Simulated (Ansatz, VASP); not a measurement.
## SrO: VASP beside Ansatz

POSCAR

```
SrO
1.0
    0.0000000000      2.6309200422      2.6309200422
    2.6309200422      0.0000000000      2.6309200422
    2.6309200422      2.6309200422      0.0000000000
Sr O
1 1
Direct
    0.5000000000      0.5000000000      0.5000000000
    0.0000000000      0.0000000000      0.0000000000
```

File INCAR.step1:

```
  PREC = Accurate
  ENCUT = 520
  ISMEAR = 0
  SIGMA = 0.02
  LREAL = False
  LASPH = True
  NELM = 100
  NBANDS = 15
  GGA = PE
  ALGO = Normal
  EDIFF = 1E-4
  LWAVE = True
  LCHARG = False
```

File INCAR.step2:

```
  PREC = Accurate
  ENCUT = 520
  EDIFF = 1E-6
  ISMEAR = 0
  SIGMA = 0.02
  LREAL = False
  LASPH = True
  NELM = 100
  ALGO = Normal
  ISIF = 2
  LWAVE = False
  LCHARG = False
  METAGGA = R2SCAN
  LMIXTAU = True
  NBANDS = 15
  ISTART = 1
```

Contents of KPOINTS:

```
regular mesh
0
Gamma
  8 8 8
```

Input for Ansatz:

```yaml
crystal:
  lattice:
    - [0.0, 2.6309200422, 2.6309200422]
    - [2.6309200422, 0.0, 2.6309200422]
    - [2.6309200422, 2.6309200422, 0.0]
  atoms:
    - { symbol: Sr, position: [0.5, 0.5, 0.5] }
    - { symbol: O, position: [0.0, 0.0, 0.0] }
basis:
  ecutwfc: 500
kpoints:
  mp_grid: { grid: [8, 8, 8] }
hamiltonian:
  xc: r2scan
scf:
  occupations: { method: gaussian, width: 0.02 }
output:
  forces: true
  stress: true
  eigenvalues: true
  write_density: true
  write_potential: true
  elf: true
  volumetric_format: npy
```

Alike in both runs: task single point; functional r2SCAN; k mesh 8 × 8 × 8; occupations gaussian, width 0.02 eV; no spin polarisation.

```csv
,VASP,Ansatz
version,VASP 6.6.1,Ansatz 0.2.0
potentials or method,"VASP PAW PBE potentials, release 64 (Sr_sv, O), cutoff 520 eV","scalar-relativistic, plane waves, PAW"
valence electrons in the cell,16,16
```

Ansatz gave:

- gap on the k mesh at the Fermi level (eV): 3.81
- least direct gap on the mesh (eV): 3.93
- pressure (GPa): -4.8

Task: Estimate VASP's values.

Result: gap on the k mesh at the Fermi level (eV): 3.77; least direct gap on the mesh (eV): 3.89; pressure (GPa): -4.4.

VASP's potentials were made for PBE, not for r2SCAN.
